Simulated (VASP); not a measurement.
# Al16CN14 (a cell with a defect) (C_N-V_N) in VASP: further runs

The runs below take Al16CN14 (a cell with a defect) (C_N-V_N) through electric field gradients, with PBE.

Everything below comes from runs of VASP 6.6.1. Logs are shortened: lines on timing, memory, paths and dates and some standing lists are left out, and cuts for length are marked.

### 1 The cell of the first run

The cell holds a defect, 31 atoms: a = 6.260 Å, b = 6.260 Å, c = 10.035 Å, α = 90.00°, β = 90.00°, γ = 120.00°.

### 2 Electric field gradients, PBE, collinear spin

Contents of INCAR:

```
ALGO = Normal
EDIFF = 1E-8
ENCUT = 520
GGA = PE
ISIF = 2
ISMEAR = 0
ISPIN = 2
LASPH = True
LCHARG = False
LEFG = True
LORBIT = 11
LREAL = Auto
LWAVE = False
MAGMOM = 0.04 0 0 0 0.01 0 0 0.02 0 0 0 0 0.03 0 0 0 0.03 0.02 0 0 0.01 0 0 0 0.02 0 0 0.04 0.04 0 0
NBANDS = 86
NELECT = 123.0
NELM = 150
NUPDOWN = 1.0
PREC = Accurate
SIGMA = 0.01
```

Contents of KPOINTS:

```
Automatic mesh
0
Gamma
  1 1 1
  0.25 0.25 0.25
```

Contents of POSCAR:

```
Al16CN14
1.0
    6.2595139128      0.0000000578      0.0000000000
   -3.1297570064      5.4208980350      0.0000000000
    0.0000000000      0.0000000000     10.0348065929
Al N C
16 14 1
Direct
    0.3446310114      0.1637877386      0.2541679599
    0.1700403992      0.3371967670      0.4979622507
    0.3318806106      0.1640925740      0.7523224947
    0.1632240452      0.3305705607      1.0036252662
    0.3340263134      0.6833390173      0.2491713852
    0.1715141832      0.8389281696      0.4994873761
    0.3324304837      0.6673152952      0.7511206191
    0.1502833635      0.8189853782      1.0100342312
    0.8318458234      0.1652164409      0.2514750853
    0.6743435911      0.3411181963      0.4994881732
    0.8334797618      0.1664087854      0.7493443445
    0.6628859874      0.3294431336      0.9999067976
    0.8305943055      0.6584886431      0.2434406346
    0.6717449676      0.8355234527      0.4972562391
    0.8329993934      0.6664883367      0.7450364296
    0.6633669674      0.8327262073      0.9974995974
    0.3393547375      0.1754868250      0.4427281162
    0.1710100596      0.3319082928      0.1926570627
    0.3229338145      0.1582686676      0.9442154159
    0.1690803427      0.3329623153      0.6907178727
    0.3358657278      0.6729641274      0.4394207025
    0.3266368533      0.6652752442      0.9419177111
    0.1709739115      0.8337616572      0.6923644310
    0.8344210312      0.1702048675      0.4406937149
    0.6674735402      0.3269709567      0.1860011772
    0.8315779578      0.1673890483      0.9388464389
    0.6656546211      0.3287532290      0.6925920294
    0.6694601204      0.8337705217      0.1845612886
    0.8218654075      0.6621330977      0.9354704659
    0.6655433489      0.8327832883      0.6911081944
    0.8421906482      0.6744058297      0.4349841841
```

Potentials or basis: VASP PAW PBE potentials, release 64 (Al, N, C).

Command:

```
cat potpaw_PBE.64/Al/POTCAR potpaw_PBE.64/N/POTCAR potpaw_PBE.64/C/POTCAR > POTCAR
mpirun -np 1 vasp_std > vasp.out
```

OUTCAR:

```text
EDIFF = 1E-8
   ENCUT = 520
   GGA = PE
   ISIF = 2
   ISMEAR = 0
   ISPIN = 2
   LASPH = True
   LORBIT = 11
   LREAL = Auto
   NELECT = 123.0
   NELM = 150
   NUPDOWN = 1.0
   PREC = Accurate

 ion  position               nearest neighbor table
   1  0.345  0.164  0.254-  25 1.88  17 1.89  18 1.95   5 2.98   6 3.03  10 3.04   9 3.05  13 3.07
                            12 3.08   8 3.08   2 3.09   4 3.14  13 3.19   9 3.21   5 3.29
   2  0.170  0.337  0.498-  17 1.88  24 1.91  21 1.91  20 1.93   9 3.08   1 3.09   7 3.11  11 3.11
                            10 3.12   6 3.12   5 3.12  14 3.13  14 3.13   3 3.13   6 3.14  10 3.14
   3  0.332  0.164  0.752-  23 1.89  20 1.90  27 1.91  19 1.93  12 3.06   6 3.09   4 3.11   7 3.11
                            15 3.12  11 3.13   2 3.13  11 3.13  15 3.14  10 3.14   7 3.15   8 3.19
   4  0.163  0.331  0.004-  19 1.90  18 1.90  26 1.91  22 1.92   9 3.07   8 3.10   3 3.11  11 3.12
                             5 3.12   7 3.12  16 3.12  12 3.13  12 3.13  16 3.14   1 3.14   8 3.16
   5  0.334  0.683  0.249-  21 1.91  28 1.93  18 1.99   8 2.96   1 2.98   6 3.05   9 3.07  13 3.08
                            14 3.09  16 3.09   4 3.12   2 3.12  13 3.19   9 3.19   1 3.29
   6  0.172  0.839  0.499-  21 1.89  31 1.90  17 1.91  23 1.94   1 3.03   5 3.05  15 3.07   3 3.09
                             7 3.10  10 3.11  14 3.12   2 3.12   2 3.14  14 3.14  10 3.15  13 3.17
   7  0.332  0.667  0.751-  23 1.87  30 1.90  20 1.91  22 1.91  16 3.05   6 3.10   2 3.11   3 3.11
                             4 3.12  15 3.12  11 3.13  11 3.13  15 3.14  14 3.14   3 3.15   8 3.17
   8  0.150  0.819  0.010-  22 1.92  29 1.93  19 1.95  13 2.91   5 2.96  12 3.06   1 3.08  16 3.09
                             4 3.10   4 3.16  15 3.17   7 3.17  16 3.17   3 3.19  12 3.20
   9  0.832  0.165  0.251-  25 1.89  24 1.90  28 1.92  18 1.93   1 3.05  14 3.05   5 3.07   4 3.07
[... 16 lines left out ...]
  18  0.171  0.332  0.193-   4 1.90   9 1.93   1 1.95   5 1.99
  19  0.323  0.158  0.944-   4 1.90  12 1.93   3 1.93   8 1.95
  20  0.169  0.333  0.691-   3 1.90   7 1.91  11 1.91   2 1.93
  21  0.336  0.673  0.439-   6 1.89   5 1.91  14 1.91   2 1.91
  22  0.327  0.665  0.942-  16 1.91   7 1.91   8 1.92   4 1.92
  23  0.171  0.834  0.692-   7 1.87   3 1.89  15 1.91   6 1.94
  24  0.834  0.170  0.441-  10 1.89   9 1.90  14 1.90   2 1.91
  25  0.667  0.327  0.186-  12 1.87   1 1.88   9 1.89  13 1.89
  26  0.832  0.167  0.939-  12 1.89  11 1.90  16 1.91   4 1.91
  27  0.666  0.329  0.693-  11 1.88  15 1.90   3 1.91  10 1.94
  28  0.669  0.834  0.185-  16 1.88  13 1.92   9 1.92   5 1.93
  29  0.822  0.662  0.935-  16 1.89  15 1.91  12 1.92   8 1.93
  30  0.666  0.833  0.691-  15 1.89  11 1.90   7 1.90  14 1.95
  31  0.842  0.674  0.435-   6 1.90  14 1.90  10 1.92  13 1.92

  LATTYP: Found a hexagonal cell.
 ALAT       =     6.2595139128
 C/A-ratio  =     1.6031287306

  Lattice vectors:

[... 1180 lines left out ...]
      1.56384      0.88953      7.54941         0.110563     -0.059273      0.021334
     -0.01290      1.79199      0.03638        -0.101204      0.067541      0.126877
     -0.04784      3.70431      2.50039         0.095645     -0.271431     -0.114116
     -1.55205      4.54774      5.01226        -0.116655      0.076066      0.016303
[... 23 lines left out ...]
      1.55957      4.51443      6.93514        -0.206134      0.146298      0.001561
      3.16098      3.65589      4.36498         0.157057     -0.136287     -0.030577
 -----------------------------------------------------------------------------------
    total drift:                               -0.003322     -0.004407      0.014202

  FREE ENERGIE OF THE ION-ELECTRON SYSTEM (eV)
  ---------------------------------------------------
  free  energy   TOTEN  =      -216.3963645996 eV

  energy  without entropy=     -216.3963645996  energy(sigma->0) =     -216.39636460

 Electric field gradients (V/A^2)
---------------------------------------------------------------------
 ion       V_xx      V_yy      V_zz      V_xy      V_xz      V_yz
---------------------------------------------------------------------
   1      -5.817    13.095    -7.277     0.829     8.918     9.734
   2      -6.818    -1.301     8.119     2.280     0.814    -0.150
   3      -0.686    -4.136     4.822     0.996     0.690     0.045
   4       1.255     3.276    -4.531     2.268    -0.923    -1.092
   5      10.539    -2.983    -7.556    -6.144     9.775    -1.249
   6     -14.955     1.354    13.601   -10.345    -9.286    -6.354
[... 23 lines left out ...]
  30       3.795     4.891    -8.686     2.058    -0.507    -0.657
  31      -2.359    -2.863     5.222     1.901    -7.150    -4.139
---------------------------------------------------------------------

 Electric field gradients after diagonalization (V/A^2)
 (convention: |V_zz| > |V_xx| > |V_yy|)
----------------------------------------------------------------------
 ion       V_xx      V_yy      V_zz     asymmetry (V_yy - V_xx)/ V_zz
----------------------------------------------------------------------
   1     -17.077    -0.702    17.779       0.921
   2      -7.680    -0.483     8.163       0.882
   3      -4.405    -0.505     4.910       0.794
   4      -4.750    -0.211     4.961       0.915
   5     -12.054    -4.670    16.724       0.442
   6      17.190     6.145   -23.334       0.473
[... 23 lines left out ...]
  30       6.518     2.213    -8.732       0.493
  31      -6.758    -4.246    11.003       0.228
----------------------------------------------------------------------

           NMR quadrupolar parameters

 Cq : quadrupolar parameter    Cq=e*Q*V_zz/h
 eta: asymmetry parameters     (V_yy - V_xx)/ V_zz
 Q  : nuclear electric quadrupole moment in mb (millibarn)
----------------------------------------------------------------------
 ion       Cq(MHz)       eta       Q (mb)
----------------------------------------------------------------------
   1       0.043       0.921       1.000
   2       0.020       0.882       1.000
   3       0.012       0.794       1.000
   4       0.012       0.915       1.000
   5       0.040       0.442       1.000
   6      -0.056       0.473       1.000
[... 23 lines left out ...]
  30      -0.021       0.493       1.000
  31       0.027       0.228       1.000
----------------------------------------------------------------------

 total charge

# of ion       s       p       d       tot
------------------------------------------
    1        0.388   0.408   0.000   0.796
    2        0.375   0.429   0.000   0.804
    3        0.376   0.432   0.000   0.809
    4        0.376   0.434   0.000   0.810
    5        0.370   0.387   0.000   0.757
    6        0.391   0.453   0.000   0.843
[... 23 lines left out ...]
   30        1.231   2.613   0.000   3.845
   31        0.863   1.678   0.000   2.540
--------------------------------------------------
tot         24.234  45.089   0.000  69.324

 magnetization (x)

# of ion       s       p       d       tot
------------------------------------------
    1        0.035   0.039   0.000   0.074
    2        0.001   0.003   0.000   0.003
    3        0.000   0.000   0.000   0.000
    4       -0.000   0.000   0.000  -0.000
    5        0.012   0.020   0.000   0.032
    6       -0.000  -0.000   0.000  -0.000
[... 23 lines left out ...]
   30        0.000   0.002   0.000   0.003
   31       -0.000  -0.001   0.000  -0.001
--------------------------------------------------
tot          0.116   0.207   0.000   0.323
```

stdout:

```text
POSCAR found type information on POSCAR AlN C
 POSCAR found :  3 types and      31 ions
 scaLAPACK will be used
 LDA part: xc-table for (Slater+PW92), standard interpolation
 POSCAR, INCAR and KPOINTS ok, starting setup
 FFT: planning ... GRIDC
 FFT: planning ... GRID_SOFT
 FFT: planning ... GRID
 WAVECAR not read
 entering main loop
 the old and the new charge density differ
 old charge density:   122.00000 new  123.00000
    0.332E+01
ion   1
     0.0000349     0.0362224    -0.6458832     0.4449145    -0.5164771     0.6902493
     0.0000480     0.0362224    -0.6458832     0.4449145    -0.5164771     0.6902493
     0.0000661     0.0362224    -0.6458832     0.4449145    -0.5164771     0.6902493
     0.0000910     0.0362224    -0.6458832     0.4449145    -0.5164771     0.6902493

     0.0000349    -0.0679480    -8.5423197     5.6488690    -8.0139684     8.0261171
     0.0000480    -0.0679479    -8.5423126     5.6488644    -8.0139616     8.0261106
     0.0000661    -0.0679477    -8.5423008     5.6488566    -8.0139503     8.0260997
     0.0000910    -0.0679474    -8.5422813     5.6488437    -8.0139316     8.0260817
[... 100 lines left out ...]
ion  11
     0.0000349    -0.1571876     0.0002647    -0.1299565     0.0840211     0.0531829
     0.0000480    -0.1571876     0.0002647    -0.1299565     0.0840211     0.0531829
     0.0000661    -0.1571876     0.0002647    -0.1299565     0.0840211     0.0531829
     0.0000910    -0.1571876     0.0002647    -0.1299565     0.0840211     0.0531829

     0.0000349    -2.4074085     0.0117288    -1.7484263     1.2905831     0.7693014
     0.0000480    -2.4074065     0.0117287    -1.7484249     1.2905820     0.7693007
     0.0000661    -2.4074031     0.0117287    -1.7484225     1.2905802     0.7692997
     0.0000910    -2.4073975     0.0117287    -1.7484
```

It took 13 min on 1 thread of Intel Xeon Platinum 8488C (Sapphire Rapids), shared host; peak memory 0.69 GiB.

What came out:

```
Free energy                                           : -216.3964 eV
Largest force                                         : 0.437 eV/Å
Net moment                                            : 1.00 μB per cell
Site moments                                          : Al +0.07, +0.00, -0.00, +0.03, +0.02, +0.05; N +0.02, +0.01, +0.00, -0.00, +0.04, +0.03; C -0.00 μB
Valence electrons inside the program's atomic spheres : Al 0.80, 0.81, 0.76, 0.84, 0.78, 0.82; N 3.85, 3.81, 3.82, 3.84, 3.83, 3.88; C 2.54
```

Forces in eV/Å, atoms in the order of the input:
```
Al  -0.388 -0.033 -0.006
Al  -0.189  0.110 -0.021
Al   0.111 -0.059  0.021
Al  -0.101  0.068  0.127
Al   0.096 -0.271 -0.114
Al  -0.117  0.076  0.016
Al   0.129 -0.071  0.005
Al  -0.106  0.157 -0.021
Al   0.421 -0.116  0.023
Al  -0.111  0.071  0.032
Al   0.129 -0.071  0.008
Al  -0.154  0.009 -0.200
Al   0.004  0.283  0.134
Al  -0.110  0.060  0.037
Al   0.144 -0.082 -0.007
Al  -0.090  0.078  0.076
N    0.247 -0.185  0.062
N   -0.102  0.123  0.073
N    0.249 -0.056 -0.048
N   -0.174  0.076 -0.015
N    0.189 -0.100 -0.004
N    0.160 -0.134 -0.012
N   -0.192  0.107 -0.031
N    0.158 -0.065 -0.007
N   -0.083  0.056 -0.110
N    0.127 -0.113 -0.015
N   -0.194  0.118 -0.026
N   -0.227  0.066  0.019
N    0.225 -0.111  0.033
N   -0.206  0.146  0.002
C    0.157 -0.136 -0.031
```

Electric field gradients, principal values (V/Å²):
```csv
atom,least,middle,greatest (by size)
1 Al,-0.702,-17.077,17.779
2 Al,-0.483,-7.680,8.163
3 Al,-0.505,-4.405,4.910
4 Al,-0.211,-4.750,4.961
5 Al,-4.670,-12.054,16.724
6 Al,6.145,17.190,-23.334
7 Al,1.254,5.165,-6.419
8 Al,-1.779,-9.518,11.297
9 Al,-0.254,-5.786,6.040
10 Al,4.029,17.366,-21.396
11 Al,1.047,3.177,-4.224
12 Al,0.589,6.727,-7.316
13 Al,-2.072,-33.078,35.150
14 Al,6.337,18.365,-24.702
15 Al,-1.798,-5.464,7.263
16 Al,1.544,3.944,-5.488
17 N,-0.598,-5.773,6.371
18 N,-0.070,-14.556,14.627
19 N,-0.898,-10.754,11.652
20 N,3.000,4.321,-7.321
21 N,0.750,10.257,-11.006
22 N,1.327,8.358,-9.685
23 N,5.387,6.344,-11.732
24 N,-1.924,-6.431,8.355
25 N,2.440,7.740,-10.181
26 N,3.642,6.751,-10.393
27 N,3.395,6.667,-10.061
28 N,3.599,12.726,-16.325
29 N,2.735,6.373,-9.108
30 N,2.213,6.518,-8.732
31 C,-4.246,-6.758,11.003
```

Caveat: the k points lie up to 1.16 Å⁻¹ apart; the cell carries a net charge on a neutralising background, which shifts energy and pressure; without QUAD_EFG the Cq values of the log hold for a quadrupole moment of 1 mb, not for the nuclei; the total moment is fixed, so each spin has its own Fermi level.

(Part 1 of 2 ends here.)
